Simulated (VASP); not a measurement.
# AlN in VASP: notebook, part 2 of 2

VASP 6.6.1. The steps go on from the part before.

## 3. Single point, PBE

This run uses another cell than the first one, of 9.23 Å³/atom, 0.904 times its volume.

The input, INCAR:

```
SYSTEM = AlN
  PREC = Accurate
  ENCUT = 520
  EDIFF = 1E-6
  ISMEAR = 0
  SIGMA = 0.05
  LREAL = .False.
  LASPH = .True.
  NELM = 80
  ALGO = Normal
  ISIF = 2
  LWAVE = .False.
  LCHARG = .False.
  GGA = PE
  NBANDS = 16
```

The input, KPOINTS:

```
Automatic mesh
0
Gamma
  9 9 6
  0 0 0
```

The input, POSCAR:

```
AlN
1.0
    3.2306423571      0.0000000000      0.0000000000
   -1.6153211785      2.7978183518      0.0000000000
    0.0000000000      0.0000000000      4.0829004857
Al N
2 2
Direct
    0.3333333333      0.6666666667      0.7576365105
    0.6666666667      0.3333333333      0.2576365105
    0.3333333333      0.6666666667      0.2352898692
    0.6666666667      0.3333333333      0.7352898692
```

Potentials or basis: VASP PAW PBE potentials, release 64 (Al, N).

The run is started by

```sh
$ cat potpaw_PBE.64/Al/POTCAR potpaw_PBE.64/N/POTCAR > POTCAR
$ mpirun -np 1 vasp_std > vasp.out
```

Run time: 7.4 s. Hardware: 1 thread of Intel Xeon 6975P-C (Granite Rapids), shared host; peak memory 0.15 GiB.

The run converged. Its results:

```
Free energy            : -29.1361 eV
Pressure               : 19.0 GPa
Largest force          : 0.338 eV/Å
Band gap on the k mesh : 3.87 eV, direct
```

Forces in eV/Å, atoms in the order of the input:
```
Al   0.000  0.000 -0.338
Al   0.000  0.000 -0.338
N    0.000  0.000  0.338
N    0.000  0.000  0.338
```

Stress tensor (GPa, compression positive):
```
18.50  0.00  0.00
 0.00 18.50  0.00
 0.00  0.00 19.90
```

Levels at points of the mesh, in eV from the valence-band top:
| k point | band 4 | band 5 | band 6 | band 7 | band 8 | band 9 | band 10 | band 11 | band 12 | band 13 |
| --- | --- | --- | --- | --- | --- | --- | --- | --- | --- | --- |
| (0.00, 0.00, 0.00) | -3.44 | -3.44 | -1.71 | -1.71 | 0.00 | 3.87 | 5.06 | 8.70 | 8.70 | 11.94 |
| (0.00, 0.00, 0.50) | -3.81 | -2.61 | -2.61 | -2.61 | -2.61 | 6.15 | 6.15 | 8.84 | 8.84 | 8.84 |

## 4. Single point, PBE

This run uses another cell than the first one, of 9.23 Å³/atom, 0.904 times its volume.

The input, INCAR:

```
SYSTEM = AlN
PREC     = Accurate       ! precision mode
ENCUT    = 520            ! plane-wave cutoff, eV
EDIFF    = 1E-7           ! SCF threshold, eV
ISMEAR   = 0              ! smearing method
SIGMA    = 0.05           ! smearing width, eV
LREAL    = .FALSE.        ! projectors in reciprocal space
LASPH    = .TRUE.         ! aspherical terms in the spheres
NELM     = 100            ! most SCF steps
ALGO     = Normal         ! electronic algorithm
ISIF     = 2              ! what is computed and relaxed
LWAVE    = .FALSE.        ! write WAVECAR
LCHARG   = .FALSE.        ! write CHGCAR
GGA      = PE             ! functional
NBANDS   = 16             ! bands
```

The input, KPOINTS:

```
Automatic mesh
0
G
  9 9 6
  0 0 0
```

The input, POSCAR:

```
AlN
1.0
    3.2306423571      0.0000000000      0.0000000000
   -1.6153211785      2.7978183518      0.0000000000
    0.0000000000      0.0000000000      4.0829004857
Al N
2 2
Direct
    0.3333333333      0.6666666667      0.7500000000
    0.6666666667      0.3333333333      0.2500000000
    0.3333333333      0.6666666667      0.2500000000
    0.6666666667      0.3333333333      0.7500000000
```

Potentials or basis: VASP PAW PBE potentials, release 64 (Al, N).

The run is started by

```sh
$ cat potpaw_PBE.64/Al/POTCAR potpaw_PBE.64/N/POTCAR > POTCAR
$ mpirun -np 1 vasp_std > vasp.out
```

OUTCAR:

```text
SYSTEM = AlN
   PREC = Accurate
   ENCUT = 520
   EDIFF = 1E-7
   ISMEAR = 0
   LREAL = .FALSE.
   LASPH = .TRUE.
   NELM = 100
   ISIF = 2
   GGA = PE

 ion  position               nearest neighbor table
   1  0.333  0.667  0.750-   4 1.87   4 1.87   4 1.87   3 2.04   3 2.04   2 2.77   2 2.77   2 2.77
                             2 2.77   2 2.77   2 2.77
   2  0.667  0.333  0.250-   3 1.87   3 1.87   3 1.87   4 2.04   4 2.04   1 2.77   1 2.77   1 2.77
                             1 2.77   1 2.77   1 2.77
   3  0.333  0.667  0.250-   2 1.87   2 1.87   2 1.87   1 2.04   1 2.04
   4  0.667  0.333  0.750-   1 1.87   1 1.87   1 1.87   2 2.04   2 2.04

[... 660 lines left out ...]
  -------------------------------------------------------------------------------------
  Total        4.4270311      4.4270311      3.6262469      0.0000000      0.0000000      0.0000000
  in kB      192.1967159    192.1967159    157.4311851      0.0000000      0.0000000      0.0000000
  external PRESSURE =     180.6082057 kB  Pullay stress =       0.0000000 kB

 VOLUME and BASIS-vectors are now :
 -----------------------------------------------------------------------------
  energy-cutoff  :      520.00
  volume of cell :       36.90
      direct lattice vectors                 reciprocal lattice vectors
     3.230642357  0.000000000  0.000000000     0.309535965  0.178710673  0.000000000
    -1.615321178  2.797818352  0.000000000     0.000000000  0.357421346  0.000000000
     0.000000000  0.000000000  4.082900486     0.000000000  0.000000000  0.244923922

 POSITION                                       TOTAL-FORCE (eV/Angst)
 -----------------------------------------------------------------------------------
     -0.00000      1.86521      3.06218        -0.000000      0.000000      0.000000
      1.61532      0.93261      1.02073         0.000000     -0.000000      0.000000
     -0.00000      1.86521      1.02073         0.000000      0.000000      0.000000
      1.61532      0.93261      3.06218         0.000000     -0.000000      0.000000
 -----------------------------------------------------------------------------------
    total drift:                               -0.000000      0.000000      0.000000

  FREE ENERGIE OF THE ION-ELECTRON SYSTEM (eV)
  ---------------------------------------------------
  free  energy   TOTEN  =       -29.1648666217 eV

  energy  without entropy=      -29.1648666217  energy(sigma->0) =      -29.16486662
```

Wall time 8.7 s (1 thread of Intel Xeon 6975P-C (Granite Rapids), shared host); peak memory 0.15 GiB.

What came out:

```yaml
Free_energy: -29.1649 eV
Pressure: 18.1 GPa
Band_gap_on_the_k_mesh: 3.83 eV, direct
```

## 5. Single point, PBE

This run uses another cell than the first one, of 9.46 Å³/atom, 0.927 times its volume.

The input, INCAR:

```
PREC = Accurate
ENCUT = 520
EDIFF = 1E-7
ISMEAR = 0
SIGMA = 0.05
LREAL = False
LASPH = True
NELM = 60
ALGO = Normal
ISIF = 2
LWAVE = False
LCHARG = False
GGA = PE
NBANDS = 16
```

The input, KPOINTS:

```
regular mesh
0
Gamma
  9 9 6
```

The input, POSCAR:

```
AlN
1.0
    3.2581442357      0.0000000000      0.0000000000
   -1.6290721178      2.8216356773      0.0000000000
    0.0000000000      0.0000000000      4.1176574847
Al N
2 2
Direct
    0.3333333333      0.6666666667      0.7576365105
    0.6666666667      0.3333333333      0.2576365105
    0.3333333333      0.6666666667      0.2352898692
    0.6666666667      0.3333333333      0.7352898692
```

The run is started by

```sh
$ cat potpaw_PBE.64/Al/POTCAR potpaw_PBE.64/N/POTCAR > POTCAR
$ mpirun -np 1 vasp_std > vasp.out
```

Run time: 8.7 s. Hardware: 1 thread of Intel Xeon 6975P-C (Granite Rapids), shared host; peak memory 0.15 GiB.

The run converged. Its results:

```
Free energy            : -29.2288 eV
Pressure               : 12.2 GPa
Largest force          : 0.278 eV/Å
Band gap on the k mesh : 3.68 eV, direct
```

Forces on the atoms (eV/Å):
```
Al   0.000  0.000 -0.278
Al   0.000  0.000 -0.278
N    0.000  0.000  0.278
N    0.000  0.000  0.278
```

Stress tensor (GPa, compression positive):
```
11.42  0.00  0.00
 0.00 11.42  0.00
 0.00  0.00 13.75
```

Levels at points of the mesh, in eV from the valence-band top:
| k point | band 5 | band 6 | band 7 | band 8 | band 9 | band 10 | band 11 | band 12 |
| --- | --- | --- | --- | --- | --- | --- | --- | --- |
| (0.00, 0.00, 0.00) | -3.36 | -1.65 | -1.65 | 0.00 | 3.68 | 4.84 | 8.56 | 8.56 |
| (0.00, 0.00, 0.50) | -2.55 | -2.55 | -2.55 | -2.55 | 5.98 | 5.98 | 8.72 | 8.72 |

## 6. Overview

| cell | gap on the mesh (eV) | pressure (GPa) |
| --- | --- | --- |
| a = 3.341, b = 3.341, c = 4.222 Å, angles 90.0, 90.0, 120.0°, 4 atoms | 3.08 | -5.1 |
| a = 3.231, b = 3.231, c = 4.083 Å, angles 90.0, 90.0, 120.0°, 4 atoms | 3.83 | 18.1 |
| a = 3.258, b = 3.258, c = 4.118 Å, angles 90.0, 90.0, 120.0°, 4 atoms | 3.68 | 12.2 |

Some of these runs hold the atoms at other places in the same cell, which the table doesn't show; runs alike in all that it shows share one row.

Alike in all rows: task single point; level PBE; potentials or basis VASP PAW PBE potentials, release 64 (Al, N); no spin polarisation; k mesh 9 × 9 × 6; cutoff (eV) 520; smearing gaussian 0.05 eV.

Absolute energies hang on the potentials; compare differences alone.
